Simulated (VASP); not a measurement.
Set up this calculation in VASP 6.6.1, as the native input.

```
Task                   : single point
Functional             : LDA
Potentials or basis    : VASP PAW LDA potentials, release 64 (Zn, Au)
Cutoff                 : 520 eV
k mesh                 : 10 × 10 × 10
Occupations            : fermi-dirac, width 0.1 eV
Spin                   : no spin polarisation
Dipole correction      : no
Further INCAR settings : ALGO = Normal; EDIFF = 1e-06; NBANDS = 18
```

The structure of ZnAu lies in POSCAR:

```
ZnAu
1.0
    3.0950531850      0.0000000000      0.0000000000
    0.0000000000      3.0950531850      0.0000000000
    0.0000000000      0.0000000000      3.0950531850
Zn Au
1 1
Direct
    0.5000000000      0.5000000000      0.5000000000
    0.0000000000      0.0000000000      0.0000000000
```

The input as run:

INCAR

```
SYSTEM = ZnAu
ALGO = Normal
EDIFF = 1E-6
ENCUT = 520
ISIF = 2
ISMEAR = -1
LASPH = .True.
LCHARG = .True.
LELF = .True.
LREAL = .False.
LVHAR = .True.
LWAVE = .False.
NBANDS = 18
NELM = 100
PREC = Accurate
SIGMA = 0.1
```

KPOINTS

```
k-points
0
Gamma
  10 10 10
  0 0 0
```

Potentials or basis: VASP PAW LDA potentials, release 64 (Zn, Au).

Command:

```sh
$ cat potpaw_LDA.64/Zn/POTCAR potpaw_LDA.64/Au/POTCAR > POTCAR
$ mpirun -np 1 vasp_std > vasp.out
```

Results of the run:

| Property | Result |
| --- | --- |
| Pressure | 0.7 GPa |
| Band gap on the k mesh | zero (an odd number of electrons rules out a gap without spin polarisation) |

Caveat: spin-orbit coupling is left out, which moves the levels of the heavy elements.

Wall time 12 s on 1 thread of Intel Xeon 8259CL (shared host), peak memory 0.15 GiB.
